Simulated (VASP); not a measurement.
# Au (Fm-3m) in VASP: a series of runs

The runs below take Au through single point, with PBEsol.

Program: VASP 6.6.1. These are calculated values, not measurements. Logs are shortened: lines on timing, memory, paths and dates and some standing lists are left out, and cuts for length are marked.

## Step 1: The cell of the first run

It takes space group Fm-3m (No. 225, cubic). The conventional cell has a = 4.084 Å, b = 4.084 Å, c = 4.084 Å, α = 90.00°, β = 90.00°, γ = 90.00°. Au (site symmetry m-3m) has 12 Au at 2.89 Å within 3.8 Å.

## Step 2: Single point, PBEsol

Input file INCAR:

```
SYSTEM = Au
ALGO = Fast ; EDIFF = 1E-6
ENCUT = 520 ; GGA = PS
ISIF = 2 ; ISMEAR = 0
LASPH = .TRUE. ; LCHARG = .TRUE.
LELF = .TRUE. ; LREAL = .FALSE.
LVHAR = .TRUE. ; LWAVE = .FALSE.
NBANDS = 18 ; NELM = 100
PREC = Accurate ; SIGMA = 0.1
```

Input file KPOINTS:

```
k-points
0
G
  18 18 14
  0 0 0
```

Input file POSCAR:

```
Au
1.0
    2.0418799349      2.0418799349      0.0000000000
   -2.0418799349      2.0418799349      0.0000000000
    0.0000000000      0.0000000000      4.0837598697
Au
2
Direct
    0.0000000000      0.0000000000      0.0000000000
    0.5000000000      0.5000000000      0.5000000000
```

Potentials or basis: VASP PAW PBE potentials, release 64 (Au).

On the command line:

```bash
$ cat potpaw_PBE.64/Au/POTCAR > POTCAR
$ mpirun -np 1 vasp_std > vasp.out
```

OUTCAR:

```text
SYSTEM = Au
   EDIFF = 1E-6
   ENCUT = 520
   GGA = PS
   ISIF = 2
   ISMEAR = 0
   LASPH = .TRUE.
   LREAL = .FALSE.
   NELM = 100
   PREC = Accurate

 ion  position               nearest neighbor table
   1  0.000  0.000  0.000-   2 2.89   2 2.89   2 2.89   2 2.89   2 2.89   2 2.89   2 2.89   2 2.89

   2  0.500  0.500  0.500-   1 2.89   1 2.89   1 2.89   1 2.89   1 2.89   1 2.89   1 2.89   1 2.89

  LATTYP: Found a simple tetragonal cell.
 ALAT       =     2.8876542967
 C/A-ratio  =     1.4142135623

  Lattice vectors:

 A1 = (   2.0418799349,   2.0418799349,   0.0000000000)
 A2 = (  -2.0418799349,   2.0418799349,   0.0000000000)
 A3 = (   0.0000000000,   0.0000000000,   4.0837598697)

Analysis of symmetry for initial positions (statically):
=====================================================================
 Subroutine PRICEL returns following result:

  LATTYP: Found a face centered cubic cell.
 ALAT       =     4.0837598697

  Lattice vectors:

 A1 = (   0.0000000000,  -2.0418799349,  -2.0418799348)
 A2 = (   2.0418799349,   0.0000000000,  -2.0418799349)
 A3 = (   2.0418799349,  -2.0418799349,   0.0000000000)

   2 primitive cells build up your supercell.

 Routine SETGRP: Setting up the symmetry group for a
 simple tetragonal supercell.

 Subroutine GETGRP returns: Found 16 space group operations
 (whereof 16 operations were pure point group operations)
 out of a pool of 16 trial point group operations.

The static configuration has the point symmetry D_4h.

Analysis of symmetry for dynamics (positions and initial velocities):
=====================================================================
 Subroutine PRICEL returns following result:

  LATTYP: Found a face centered cubic cell.
 ALAT       =     4.0837598697

  Lattice vectors:

 A1 = (   0.0000000000,  -2.0418799349,  -2.0418799348)
 A2 = (   2.0418799349,   0.0000000000,  -2.0418799349)
 A3 = (   2.0418799349,  -2.0418799349,   0.0000000000)

   2 primitive cells build up your supercell.

 Routine SETGRP: Setting up the symmetry group for a
 simple tetragonal supercell.

 Subroutine GETGRP returns: Found 16 space group operations
 (whereof 16 operations were pure point group operations)
 out of a pool of 16 trial point group operations.

The dynamic configuration has the point symmetry D_4h.

 Subroutine INISYM returns: Found 16 space group operations
 (whereof 16 operations are pure point group operations),
 and found     2 'primitive' translations

----------------------------------------------------------------------------------------

                                     Primitive cell

  volume of cell :      17.0263

  direct lattice vectors                    reciprocal lattice vectors
     0.000000000 -2.041879935 -2.041879935    -0.244872380 -0.244872380 -0.244872380
     2.041879935  0.000000000 -2.041879935     0.244872380  0.244872380 -0.244872380
     2.041879935 -2.041879935  0.000000000     0.244872380 -0.244872380  0.244872380

  length of vectors
     2.887654297  2.887654297  2.887654297     0.424131404  0.424131404  0.424131404

  position of ions in fractional coordinates (direct lattice)
     0.000000000  0.000000000  0.000000000

  ion indices of the primitive-cell ions
   primitive index   ion index
                 1           1

----------------------------------------------------------------------------------------

 KPOINTS: k-points

Automatic generation of k-mesh.
 Grid dimensions read from file:
 generate k-points for:   18   18   14

 Generating k-lattice:

  Cartesian coordinates                     Fractional coordinates (reciprocal lattice)
     0.013604021  0.013604021  0.000000000     0.055555556  0.000000000  0.000000000
    -0.013604021  0.013604021  0.000000000     0.000000000  0.055555556  0.000000000
     0.000000000  0.000000000  0.017490884     0.000000000  0.000000000  0.071428571

  Length of vectors
     0.019238991  0.019238991  0.017490884

  Shift w.r.t. Gamma in fractional coordinates (k-lattice)
     0.000000000  0.000000000  0.000000000

 Subroutine IBZKPT returns following result:
 ===========================================

 Found    440 irreducible k-points:

 Following reciprocal coordinates:
            Coordinates               Weight
  0.000000  0.000000  0.000000      1.000000
  0.055556  0.000000  0.000000      4.000000
  0.111111  0.000000  0.000000      4.000000
  0.166667  0.000000  0.000000      4.000000
  0.222222  0.000000  0.000000      4.000000
  0.277778  0.000000  0.000000      4.000000
[... 16 lines left out ...]
  0.277778  0.111111  0.000000      8.000000
  0.333333  0.111111  0.000000      8.000000
 [... further k-points ...]
   k-points           NKPTS =    440   k-points in BZ     NKDIM =    440   number of bands    NBANDS=     18
   number of dos      NEDOS =    301   number of ions     NIONS =      2
   total plane-waves  NPLWV =  17280
   dimension x,y,z NGX =    24 NGY =   24 NGZ =   30
   dimension x,y,z NGXF=    48 NGYF=   48 NGZF=   60
   ions per type =               2
   NGX,Y,Z   is equivalent  to a cutoff of  13.82, 13.82, 12.21 a.u.
   NGXF,Y,Z  is equivalent  to a cutoff of  27.63, 27.63, 24.43 a.u.
 SYSTEM =  Au
   PREC   = accura    normal or accurate (medium, high low for compatibility)
   ISTART =      0    job   : 0-new  1-cont  2-samecut
   ICHARG =      2    charge: 1-file 2-atom 10-const
   ISPIN  =      1    spin polarized calculation?
   LNONCOLLINEAR =      F non collinear calculations
   LSORBIT =      F    spin-orbit coupling
   LASPH  =      T    aspherical Exc in radial PAW
   ENCUT  =  520.0 eV  38.22 Ry    6.18 a.u.   5.37  5.37  7.59*2*pi/ulx,y,z
   NELM   =    100;   NELMIN=  2; NELMDL= -5     # of ELM steps
   EDIFF  = 0.1E-05   stopping-criterion for ELM
   LREAL  =      F    real-space projection
   EDIFFG = 0.1E-04   stopping-criterion for IOM
   NSW    =      0    number of steps for IOM
   IBRION =     -1    ionic relax: 0-MD 1-quasi-New 2-CG
   NFREE  =      0    steps in history (QN), initial steepest desc. (CG)
   ISIF   =      2    stress and relaxation
   ISYM   =      2    0-nonsym 1-usesym 2-fastsym
   POTIM  = 0.5000    time-step for ionic-motion
   TEBEG  =    0.0;   TEEND  =   0.0 temperature during run
   PSTRESS=    0.0 pullay stress
   NELECT =      22.0000    total number of electrons
   NUPDOWN=      -1.0000    fix difference up-down
   EMIN   =  10.00;   EMAX   =-10.00  energy-range for DOS
   EFERMI =   0.00;   METHOD = LEGACY
   ISMEAR =     0;   SIGMA  =   0.10  broadening in eV -4-tet -1-fermi 0-gaus
   EFERMI_NEDOS =   21; number of points for ismear=-14 and -15
   IALGO  =     68    algorithm
   IMIX   =      4    mixing-type and parameters
     AMIX     =   0.40;   BMIX     =  1.00
     AMIX_MAG =   1.60;   BMIX_MAG =  1.00
  volume/ion in A,a.u.               =      17.03       114.90
  Fermi-wavevector in a.u.,A,eV,Ry     =   1.415247  2.674429 27.251430  2.002924
  Thomas-Fermi vector in A             =   2.536705
   LORBIT       =      0    0 simple, 1 ext, 2 COOP (PROOUT), +10 PAW based schemes
   GGA     = PS    functional components
   LHFCALC =     F    Hartree Fock is set to
   AEXX    =    0.0000 exact exchange contribution
   IVDW    =     0    specifies the selected vdW correction
   LEPSILON=     F    determine dielectric tensor
   LRPA    =     F    only Hartree local field effects (RPA)
 non-spin polarized calculation
 RMM-DIIS sequential band-by-band and
 Gauss-broadening in eV      SIGMA  =   0.10
  energy-cutoff  :      520.00
  volume of cell :       34.05
 maximum number of plane-waves:       935
 NGX is ok and might be reduce to    24
   NGX = 11   NGY = 11   NGZ = 15

 number of electron      21.9999998 magnetization

 Free energy of the ion-electron system (eV)
  ---------------------------------------------------
  ext. energy  EPLUGINS =         0.00000000
  ---------------------------------------------------
  free energy    TOTEN  =        -7.85000617 eV

  energy without entropy =       -7.84771682  energy(sigma->0) =       -7.84886150

 E-fermi :   9.2973     XC(G=0): -12.8904

 val. band max:        9.2959813454   @ k =   0.4444   0.1111   0.5000
 cond. band min:       9.3170675504   @ k =   0.5000   0.1667   0.1429
 fundamental gap:      0.0210862050
 Fermi energy:         9.2972690036

 k-point     1 :       0.0000    0.0000    0.0000
  band No.  band energies     occupation
      1      -0.6373      2.00000
      2       2.2117      2.00000
      3       2.5351      2.00000
      4       4.6075      2.00000
      5       4.6075      2.00000
      6       4.6092      2.00000
[... 10 lines left out ...]
     17      26.4665      0.00000
     18      27.7919      0.00000

 k-point     2 :       0.0556    0.0000    0.0000
  band No.  band energies     occupation
      1      -0.5651      2.00000
      2       2.2592      2.00000
      3       2.5759      2.00000
      4       4.5795      2.00000
      5       4.6299      2.00000
      6       4.6411      2.00000
[... 10 lines left out ...]
     17      26.7441      0.00000
     18      27.3618      0.00000

 k-point     3 :       0.1111    0.0000    0.0000
  band No.  band energies     occupation
      1      -0.3516      2.00000
      2       2.3843      2.00000
      3       2.7085      2.00000
      4       4.5008      2.00000
      5       4.6967      2.00000
      6       4.7287      2.00000
[... 10 lines left out ...]
     17      26.3538      0.00000
     18      27.2072      0.00000

 k-point     4 :       0.1667    0.0000    0.0000
  band No.  band energies     occupation
      1      -0.0064      2.00000
      2       2.5480      2.00000
      3       2.9479      2.00000
      4       4.3856      2.00000
      5       4.8062      2.00000
      6       4.8440      2.00000
[... 10 lines left out ...]
     17      25.1764      0.00000
     18      27.3520      0.00000

 k-point     5 :       0.2222    0.0000    0.0000
  band No.  band energies     occupation
      1       0.4536      2.00000
      2       2.7296      2.00000
      3       3.2725      2.00000
      4       4.2537      2.00000
      5       4.9352      2.00000
      6       4.9554      2.00000
[... 10 lines left out ...]
     17      24.5274      0.00000
     18      27.0572      0.00000

 k-point     6 :       0.2778    0.0000    0.0000
  band No.  band energies     occupation
      1       1.0033      2.00000
      2       2.9252      2.00000
      3       3.6237      2.00000
      4       4.1275      2.00000
      5       4.9500      2.00000
      6       5.1404      2.00000
[... 10 lines left out ...]
     17      24.1134      0.00000
     18      26.6438      0.00000

 k-point     7 :       0.3333    0.0000    0.0000
  band No.  band energies     occupation
      1       1.6074      2.00000
      2       3.1224      2.00000
      3       3.9321      2.00000
      4       4.0282      2.00000
      5       4.7962      2.00000
      6       4.8766      2.00000
[... 10 lines left out ...]
     17      23.5596      0.00000
     18      26.2560      0.00000

 k-point     8 :       0.3889    0.0000    0.0000
  band No.  band energies     occupation
      1       2.2170      2.00000
      2       3.2858      2.00000
      3       3.9744      2.00000
      4       4.1446      2.00000
      5       4.4646      2.00000
      6       4.7383      2.00000
[... 10 lines left out ...]
     17      24.8305      0.00000
     18      25.9433      0.00000
[... 229 lines left out ...]
     17      25.1177      0.00000
     18      25.1177      0.00000

 k-point    20 :       0.1111    0.1111    0.0000
  band No.  band energies     occupation
      1      -0.0699      2.00000
      2       2.5797      2.00000
      3       2.8541      2.00000
      4       4.3202      2.00000
      5       4.8653      2.00000
      6       4.8670      2.00000
[... 10 lines left out ...]
     17      26.4398      0.00000
     18      27.3088      0.00000

 k-point    21 :       0.1667    0.1111    0.0000
  band No.  band energies     occupation
      1       0.2687      2.00000
      2       2.7599      2.00000
      3       3.0678      2.00000
      4       4.1783      2.00000
      5       5.0024      2.00000
      6       5.0070      2.00000
[... 10 lines left out ...]
     17      25.5464      0.00000
     18      26.9221      0.00000

 k-point    22 :       0.2222    0.1111    0.0000
  band No.  band energies     occupation
      1       0.7165      2.00000
      2       2.9476      2.00000
      3       3.3656      2.00000
      4       4.0308      2.00000
      5       5.0757      2.00000
      6       5.1779      2.00000
[... 10 lines left out ...]
     17      24.8858      0.00000
     18      26.6672      0.00000

 k-point    23 :       0.2778    0.1111    0.0000
  band No.  band energies     occupation
      1       1.2459      2.00000
      2       3.1497      2.00000
      3       3.6645      2.00000
      4       3.8950      2.00000
      5       4.8312      2.00000
      6       4.9890      2.00000
[... 10 lines left out ...]
     17      24.2647      0.00000
     18      27.0060      0.00000

 k-point    24 :       0.3333    0.1111    0.0000
  band No.  band energies     occupation
      1       1.8197      2.00000
      2       3.3682      2.00000
      3       3.7884      2.00000
      4       3.8631      2.00000
      5       4.4568      2.00000
      6       4.8079      2.00000
[... 10 lines left out ...]
     17      23.2258      0.00000
     18      26.3955      0.00000

 [... further k-points ...]
[... 5 lines left out ...]
  --------------------------------------------------------------------------------------
  -------------------------------------------------------------------------------------
  Total       -0.0464025     -0.0464025     -0.1324114      0.0000000      0.0000000      0.0000000
  in kB       -2.1832378     -2.1832378     -6.2299602      0.0000000      0.0000000      0.0000000
  external PRESSURE =      -3.5321453 kB  Pullay stress =       0.0000000 kB

 VOLUME and BASIS-vectors are now :
 -----------------------------------------------------------------------------
  energy-cutoff  :      520.00
  volume of cell :       34.05
      direct lattice vectors                 reciprocal lattice vectors
     2.041879935  2.041879935  0.000000000     0.244872380  0.244872380  0.000000000
    -2.041879935  2.041879935  0.000000000    -0.244872380  0.244872380  0.000000000
     0.000000000  0.000000000  4.083759870     0.000000000  0.000000000  0.244872380

 POSITION                                       TOTAL-FORCE (eV/Angst)
 -----------------------------------------------------------------------------------
      0.00000      0.00000      0.00000        -0.000000     -0.000000     -0.000000
      0.00000      2.04188      2.04188         0.000000      0.000000      0.000000
 -----------------------------------------------------------------------------------
    total drift:                               -0.000000      0.000000     -0.000000

  FREE ENERGIE OF THE ION-ELECTRON SYSTEM (eV)
  ---------------------------------------------------
  free  energy   TOTEN  =        -7.8500061698 eV

  energy  without entropy=       -7.8477168238  energy(sigma->0) =       -7.84886150
```

It took 3.1 min on 1 thread of Intel Xeon 8259CL, shared host; peak memory 0.32 GiB.

What came out:

```
Free energy            : -7.8500 eV
Pressure               : -0.4 GPa
Band gap on the k mesh : zero (bands 11 and 12 overlap by 7.33 eV)
```

Levels at points of the mesh, in eV from the Fermi level:
| k point | band 8 | band 9 | band 10 | band 11 | band 12 | band 13 | band 14 | band 15 |
| --- | --- | --- | --- | --- | --- | --- | --- | --- |
| (0.00, 0.00, 0.00) | -3.16 | -1.99 | -1.63 | -1.63 | 0.95 | 5.75 | 9.95 | 9.95 |
| (0.50, 0.00, 0.00) | -3.76 | -3.18 | -3.18 | -0.29 | -0.29 | 8.49 | 8.49 | 10.22 |
| (0.50, 0.50, 0.00) | -1.63 | -1.63 | -1.63 | 0.95 | 0.95 | 5.75 | 5.75 | 9.95 |
| (0.00, 0.00, 0.50) | -3.45 | -3.45 | -3.45 | -2.60 | -2.60 | 14.76 | 14.76 | 14.76 |
| (0.50, 0.00, 0.50) | -1.95 | -1.95 | -1.95 | -1.03 | -1.03 | 3.05 | 3.05 | 13.93 |
| (0.50, 0.50, 0.50) | -3.32 | -1.63 | -1.63 | 4.68 | 4.68 | 6.26 | 6.26 | 6.26 |

Caveat: the PAW data sets were made with another functional, which shifts forces and pressure a little; spin-orbit coupling is left out, which moves the levels of the heavy elements.

## Step 3: Single point, PBEsol (equal strain along all axes, cell held: +1.0 %)

Input file INCAR:

```
PREC = Accurate ; ENCUT = 520
EDIFF = 1E-6 ; ISMEAR = 0
SIGMA = 0.1 ; LREAL = False
LASPH = True ; NELM = 100
ALGO = Fast ; ISIF = 2
LWAVE = False ; LCHARG = False
GGA = PS ; NBANDS = 18
```

Input file KPOINTS:

```
regular mesh
0
Gamma
  18 18 14
```

Input file POSCAR:

```
Au
1.0
    2.0622987342      2.0622987342      0.0000000000
   -2.0622987342      2.0622987342      0.0000000000
    0.0000000000      0.0000000000      4.1245974684
Au
2
Direct
    0.0000000000      0.0000000000      0.0000000000
    0.5000000000      0.5000000000      0.5000000000
```

Potentials or basis: VASP PAW PBE potentials, release 64 (Au).

On the command line:

```bash
$ cat potpaw_PBE.64/Au/POTCAR > POTCAR
$ mpirun -np 1 vasp_std > vasp.out
```

Wall time 3.2 min (1 thread of Intel Xeon 8259CL, shared host); peak memory 0.33 GiB.

Results (log left out):

| Item | Value |
| --- | --- |
| Free energy | -7.8323 eV |
| Pressure | -5.1 GPa |
| Band gap on the k mesh | zero (bands 11 and 12 overlap by 7.11 eV) |

Levels at points of the mesh, in eV from the Fermi level:
```csv
k point,band 7,band 8,band 9,band 10,band 11,band 12,band 13,band 14,band 15,band 16
"(0.00, 0.00, 0.00)",-3.07,-3.07,-1.97,-1.62,-1.62,1.04,5.51,9.87,9.87,14.54
"(0.50, 0.00, 0.00)",-3.64,-3.64,-3.09,-3.09,-0.31,-0.31,8.33,8.33,10.00,10.00
"(0.50, 0.50, 0.00)",-1.62,-1.62,-1.62,-1.62,1.04,1.04,5.51,5.51,9.87,9.87
"(0.00, 0.00, 0.50)",-3.35,-3.35,-3.35,-3.35,-2.54,-2.54,14.52,14.52,14.52,14.52
"(0.50, 0.00, 0.50)",-1.93,-1.93,-1.93,-1.93,-0.89,-0.89,2.90,2.90,13.97,13.97
"(0.50, 0.50, 0.50)",-3.21,-3.21,-1.62,-1.62,4.53,4.53,6.17,6.17,6.17,6.17
```

Caveat: the cell differs from its parent crystal (equal strain along all axes, cell held: +1.0 %); the cell stands under tension; the PAW data sets were made with another functional, which shifts forces and pressure a little; spin-orbit coupling is left out, which moves the levels of the heavy elements.

(Continued in part 2 of 2.)

The gap in the log of VASP goes by the Fermi energy; the results here count the filled bands.